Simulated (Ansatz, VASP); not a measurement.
**Cd5HgS6: VASP beside Ansatz**

The input INCAR:

```
SYSTEM = Cd5HgS6
PREC     = Accurate       ! precision mode
ENCUT    = 600            ! plane-wave cutoff, eV
EDIFF    = 1E-7           ! SCF threshold, eV
ISMEAR   = 0              ! smearing method
SIGMA    = 0.1            ! smearing width, eV
LREAL    = .FALSE.        ! projectors in reciprocal space
LASPH    = .TRUE.         ! aspherical terms in the spheres
NELM     = 60             ! most SCF steps
ALGO     = Normal         ! electronic algorithm
ISIF     = 3              ! what is computed and relaxed
LWAVE    = .FALSE.        ! write WAVECAR
LCHARG   = .FALSE.        ! write CHGCAR
GGA      = PE             ! functional
IBRION   = 2              ! ionic algorithm
NSW      = 90             ! ionic steps
EDIFFG   = -0.04          ! ionic threshold
```

File KPOINTS:

```
regular mesh
0
G
  6 6 1
  0 0 0
```

The input POSCAR:

```
Cd5HgS6
1.0
    4.0905539100      0.0000000000      0.0000000000
   -2.0452769600      3.5425236100      0.0000000000
    0.0000000000      0.0000000000     19.9214902500
Cd Hg S
5 1 6
Direct
    0.3333333300      0.6666666700      0.0000000000
    0.3333333300      0.6666666700      0.6666666700
    0.6666666700      0.3333333300      0.1666666700
    0.6666666700      0.3333333300      0.5000000000
    0.6666666700      0.3333333300      0.8333333300
    0.3333333300      0.6666666700      0.3333333300
    0.3333333300      0.6666666700      0.1250000000
    0.3333333300      0.6666666700      0.4583333300
    0.3333333300      0.6666666700      0.7916666700
    0.6666666700      0.3333333300      0.2916666700
    0.6666666700      0.3333333300      0.6250000000
    0.6666666700      0.3333333300      0.9583333300
```

Input for Ansatz:

```yaml
crystal:
  lattice:
    - [4.09055391, 0.0, 0.0]
    - [-2.04527696, 3.54252361, 0.0]
    - [0.0, 0.0, 19.92149025]
  atoms:
    - { symbol: Cd, position: [0.33333333, 0.66666667, 0.0] }
    - { symbol: Cd, position: [0.33333333, 0.66666667, 0.66666667] }
    - { symbol: Cd, position: [0.66666667, 0.33333333, 0.16666667] }
    - { symbol: Cd, position: [0.66666667, 0.33333333, 0.5] }
    - { symbol: Cd, position: [0.66666667, 0.33333333, 0.83333333] }
    - { symbol: Hg, position: [0.33333333, 0.66666667, 0.33333333] }
    - { symbol: S, position: [0.33333333, 0.66666667, 0.125] }
    - { symbol: S, position: [0.33333333, 0.66666667, 0.45833333] }
    - { symbol: S, position: [0.33333333, 0.66666667, 0.79166667] }
    - { symbol: S, position: [0.66666667, 0.33333333, 0.29166667] }
    - { symbol: S, position: [0.66666667, 0.33333333, 0.625] }
    - { symbol: S, position: [0.66666667, 0.33333333, 0.95833333] }
basis:
  ecutwfc: 420
kpoints:
  mp_grid: { grid: [6, 6, 1] }
hamiltonian:
  xc: pbe
scf:
  occupations: { method: gaussian, width: 0.1 }
  lower_state_search: "off"
output:
  forces: true
  stress: true
  eigenvalues: true
relax:
  adjacent_minimum: "off"
  f_tol: 0.04
  max_steps: 70
  cell: { stress_tol: 0.4 }
```

Alike in both runs: task relaxation of cell and atoms; functional PBE; k mesh 6 × 6 × 1; occupations gaussian, width 0.1 eV; no spin polarisation.

|  | VASP | Ansatz |
| --- | --- | --- |
| version | VASP 6.6.1 | Ansatz 0.2.0 |
| potentials or method | VASP PAW PBE potentials, release 64 (Cd, Hg, S), cutoff 600 eV | scalar-relativistic, plane waves, PAW |
| valence electrons in the cell | 108 | 156 |

Ansatz gave:

- gap on the k mesh at the Fermi level, each at its own relaxed structure (eV): 0.63
- relaxed volume (Å³/atom): 26.19
- relaxed length of the cell vector where the two differ most in proportion (Å): 20.532

Task: Estimate VASP's values.

Result: gap on the k mesh at the Fermi level, each at its own relaxed structure (eV): 0.63; relaxed volume (Å³/atom): 26.33; relaxed length of the cell vector where the two differ most in proportion (Å): 20.568.

VASP's potentials hold 108 valence electrons a cell and Ansatz's 156, so a difference there can come from the potentials and not from the codes.

Spin-orbit coupling is off throughout.
